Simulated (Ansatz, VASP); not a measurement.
YbSe2: VASP beside Ansatz

```xyz
3
Lattice="0.0000 3.3905 3.3905 3.3905 0.0000 3.3905 3.3905 3.3905 0.0000" Properties=species:S:1:pos:R:3 pbc="T T T"
Yb    0.0000    0.0000    0.0000
Se    1.6953    1.6953    1.6953
Se    5.0858    5.0858    5.0858
```

Alike in both runs: task single point; functional PBEsol; k mesh 8 × 8 × 8; occupations gaussian, width 0.05 eV; collinear spin.

|  | VASP | Ansatz |
| --- | --- | --- |
| version | VASP 6.6.1 | Ansatz 0.2.0 |
| potentials or method | VASP PAW PBE potentials, release 64 (Yb, Se), cutoff 520 eV | scalar-relativistic, plane waves, PAW |
| valence electrons in the cell | 36 | 56 |

VASP gave:

```
gap on the k mesh at the Fermi level (eV) : none
pressure (GPa)                            : -2.3
net moment per atom (μB)                  : 0.00
```

Q: Which values does Ansatz return?

A: gap on the k mesh at the Fermi level (eV): none; pressure (GPa): -2.4; net moment per atom (μB): 0.00.

VASP's potentials were made for PBE, not for PBEsol. A gap of «none» marks a metal or a gap that the smearing closes. VASP's potentials hold 36 valence electrons a cell and Ansatz's 56, so a difference there can come from the potentials and not from the codes. Ansatz's warnings: given moment on shells, seeded moment not kept.

Spin-orbit coupling is off throughout.
